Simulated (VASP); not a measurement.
**FeGe: single point with PBE**

FeGe:

```xyz
8
Lattice="4.6626 0.0000 0.0000 0.0000 4.6626 0.0000 0.0000 0.0000 4.6626" Properties=species:S:1:pos:R:3 pbc="T T T"
Fe    0.6281    0.6281    0.6281
Fe    1.7032    4.0345    2.9594
Fe    2.9594    1.7032    4.0345
Fe    4.0345    2.9594    1.7032
Ge    3.9243    3.9243    3.9243
Ge    3.0696    0.7383    1.5930
Ge    1.5930    3.0696    0.7383
Ge    0.7383    1.5930    3.0696
```

```yaml
Program: VASP 6.6.1
Task: single point
Functional: PBE
Potentials_or_basis: VASP PAW PBE potentials, release 64 (Fe, Ge_d)
Cutoff: 520 eV
k_mesh: 8 × 8 × 8
Occupations: gaussian, width 0.05 eV
Spin: collinear spin, ferromagnetic start
Starting_moments: "[1.27, 1.27, 1.27, 1.27, 0.0, 0.0, 0.0, 0.0] μB"
```

```
Pressure                                              : 0.3 GPa
Largest force                                         : 0.019 eV/Å
Net moment                                            : 4.19 μB per cell
Site moments                                          : Fe +1.16; Ge -0.08 μB
Valence electrons inside the program's atomic spheres : Fe 7.35; Ge 12.48
```

Forces on the atoms (eV/Å):
```
Fe   0.011  0.011  0.011
Fe  -0.011 -0.011  0.011
Fe   0.011 -0.011 -0.011
Fe  -0.011  0.011 -0.011
Ge   0.000  0.000  0.000
Ge   0.000  0.000  0.000
Ge   0.000  0.000  0.000
Ge   0.000  0.000  0.000
```

Levels at points of the mesh, in eV from the Fermi level:
Spin up:
```csv
k point,band 44,band 45,band 46,band 47,band 48,band 49
"(0.00, 0.00, 0.00)",-0.84,-0.27,-0.27,-0.27,1.85,1.85
"(0.50, 0.00, 0.00)",-0.73,-0.55,-0.55,0.89,0.89,0.93
"(0.50, 0.50, 0.00)",-1.03,-0.09,-0.09,0.22,0.22,1.50
"(0.50, 0.50, 0.50)",-1.05,-0.39,-0.39,-0.39,-0.39,4.42
```
Spin down:
```
           k point  band 39  band 40  band 41  band 42  band 43  band 44  band 45  band 46
(0.00, 0.00, 0.00)    -1.37     0.15     0.15     0.15     0.28     0.28     0.99     0.99
(0.50, 0.00, 0.00)    -0.63    -0.63     0.02     0.02     0.32     0.32     0.66     0.66
(0.50, 0.50, 0.00)    -0.56    -0.56    -0.56    -0.56     0.05     0.05     0.98     0.98
(0.50, 0.50, 0.50)    -0.26    -0.26    -0.16    -0.16    -0.16    -0.16     0.83     0.83
```

It took 4.7 min on 1 thread of AMD EPYC 9R45 96-Core Processor (Zen 5), on a shared host, peak memory 0.46 GiB.
